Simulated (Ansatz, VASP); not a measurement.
Two plane-wave programs on Ir

```
Ir
1.0
     2.69540    0.00000    0.00000
    -1.34770    2.33429    0.00000
     0.00000    0.00000   24.80310
Ir
5
Direct
  0.83333 0.16667 0.32465
  0.16667 0.83333 0.41146
  0.50000 0.50000 0.50000
  0.83333 0.16667 0.58854
  0.16667 0.83333 0.67535
```

Alike in both runs: functional LDA; k mesh 15 × 15 × 1; occupations fermi-dirac, width 0.08 eV; no spin polarisation.

Ansatz relaxed the structure, and its values are those at the end. VASP's run is a single point on that final structure, the one shown.

|  | VASP | Ansatz |
| --- | --- | --- |
| version | VASP 6.6.1 | Ansatz 0.2.0 |
| potentials or method | VASP PAW LDA potentials, release 64 (Ir) | PAW with Ansatz's default frozen-core files, scalar-relativistic |
| plane-wave cutoff (eV) | 520 | 420 |
| valence electrons in the cell | 45 | 85 |

VASP gave:

- rms of the force components (eV/Å): 0.041

Question: What did Ansatz give for the same quantities?

Answer: rms of the force components (eV/Å): 0.003.

LDA's correlation is that of Perdew and Zunger in VASP and of Perdew and Wang (1992) in Ansatz. VASP's potentials hold 45 valence electrons a cell and Ansatz's 85, so a difference there can come from the potentials and not from the codes. Ansatz's warnings: stress scf threshold loose.

Spin-orbit coupling is off throughout.
